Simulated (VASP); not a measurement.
**ZnH: relaxation of cell and atoms with PBE**

The system is ZnH.

```
Zn H
1.0
     2.94802    0.00000    0.00000
     0.00000    2.94802    0.00000
     0.00000    0.00000    2.94802
Zn H
1 1
Direct
  0.50000 0.50000 0.50000
  0.00000 0.00000 0.00000
```

```
Program                : VASP 6.6.1
Task                   : relaxation of cell and atoms
Functional             : PBE
Potentials or basis    : VASP PAW PBE potentials, release 64 (Zn, H)
Cutoff                 : 600 eV
k mesh                 : 6 × 6 × 6
Occupations            : gaussian, width 0.1 eV
Spin                   : no spin polarisation
Dipole correction      : no
Further INCAR settings : ALGO = Normal; EDIFF = 1e-07; IBRION = 2; EDIFFG = -0.04; NSW = 90; ISIF = 3
```

```yaml
Relaxed_volume: 9.96 Å³/atom
Relaxed_cell: a = 2.711 Å, b = 2.711 Å, c = 2.711 Å, α = 90.00°, β = 90.00°, γ = 90.00°
Space_group_after_relaxing_to_0.05_Å: Pm-3m (No. 221)
Energy_gained_by_relaxing: 108.0 meV/atom
Ionic_steps: 4
Pressure_after_relaxing: 0.3 GPa
```

The path:
```
step  energy change (eV)  largest force (eV/Å)  pressure (GPa)  volume (Å³)
   1              0.0000                0.0000           -9.84        25.62
   2             -0.1493                0.0000           -6.79        22.81
   3             -0.2138                0.0000           -1.53        20.48
   4             -0.2161                0.0000            0.32        19.92
```

Final structure:
```xyz
2
Lattice="2.7107 0.0000 0.0000 0.0000 2.7107 0.0000 0.0000 0.0000 2.7107" Properties=species:S:1:pos:R:3 pbc="T T T"
Zn    1.3554    1.3554    1.3554
H     0.0000    0.0000    0.0000
```

Levels at points of the mesh, in eV from the Fermi level:
| k point | band 3 | band 4 | band 5 | band 6 | band 7 | band 8 | band 9 | band 10 |
| --- | --- | --- | --- | --- | --- | --- | --- | --- |
| (0.00, 0.00, 0.00) | -7.92 | -6.93 | -6.93 | -6.93 | 5.96 | 10.03 | 10.03 | 10.03 |
| (0.50, 0.00, 0.00) | -7.23 | -7.23 | -6.90 | -6.50 | -3.72 | 8.98 | 14.73 | 14.73 |
| (0.50, 0.50, 0.00) | -7.17 | -7.17 | -6.69 | -1.57 | 0.25 | 0.25 | 1.39 | 17.46 |
| (0.50, 0.50, 0.50) | -7.74 | -6.68 | -6.68 | -0.72 | 4.51 | 4.51 | 4.51 | 7.69 |

It took 14 s on 1 thread of Intel Xeon 6975P-C, with other jobs on the host, peak memory 0.14 GiB.

Caveat: the volume moved by over 15 % at a fixed basis, so the end points are rough.
